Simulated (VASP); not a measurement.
# BN (Qingsongite): relaxation of cell and atoms with LDA

Crystal: BN (Qingsongite).

```xyz
2
Lattice="0.0000 1.8075 1.8075 1.8075 0.0000 1.8075 1.8075 1.8075 0.0000" Properties=species:S:1:pos:R:3 pbc="T T T"
B     0.0000    0.0000    0.0000
N     0.9038    0.9038    0.9038
```

| Property | Result |
| --- | --- |
| Program | VASP 6.6.1 |
| Task | relaxation of cell and atoms |
| Functional | LDA |
| Potentials or basis | VASP PAW LDA potentials, release 64 (B, N) |
| Cutoff | 600 eV |
| k mesh | 10 × 10 × 10 |
| Occupations | gaussian, width 0.01 eV |
| Spin | no spin polarisation |
| Dipole correction | no |
| Further INCAR settings | ALGO = Normal; EDIFF = 1e-07; IBRION = 2; EDIFFG = -0.01; NSW = 50; ISIF = 3 |

```
Relaxed volume                         : 5.75 Å³/atom
Relaxed cell                           : a = 2.533 Å, b = 2.533 Å, c = 2.533 Å, α = 60.00°, β = 60.00°, γ = 60.00°
Space group after relaxing (to 0.05 Å) : F-43m (No. 216)
Energy gained by relaxing              : 5.2 meV/atom
Ionic steps                            : 3
Pressure after relaxing                : -0.1 GPa
Band gap on the k mesh                 : 4.38 eV, indirect (least direct gap 8.81 eV)
```

Step by step:
```csv
step,energy change (eV),largest force (eV/Å),pressure (GPa),volume (Å³)
1,0.0000,0.0000,-10.33,11.81
2,0.0016,0.0000,12.10,11.17
3,-0.0104,0.0000,-0.06,11.50
```

Final structure:
```
B N
1.0
     0.00000    1.79138    1.79138
     1.79138    0.00000    1.79138
     1.79138    1.79138    0.00000
B N
1 1
Direct
  0.00000 0.00000 0.00000
  0.25000 0.25000 0.25000
```

Levels at points of the mesh, in eV from the valence-band top:
```tsv
k point	band 1	band 2	band 3	band 4	band 5	band 6	band 7	band 8
(0.00, 0.00, 0.00)	-20.38	0.00	0.00	0.00	8.81	8.81	8.81	10.88
(0.50, 0.00, 0.00)	-15.96	-10.96	-2.00	-2.00	10.56	10.71	10.71	15.29
(0.50, 0.50, 0.00)	-14.55	-9.06	-5.06	-5.06	4.38	9.30	18.11	18.11
```

Run time: 7.8 s on 1 thread of Intel Xeon 6975P-C (shared host), peak memory 0.12 GiB.

A k mesh can miss the band edges. LDA gaps usually lie below the measured ones, often by a third to a half.
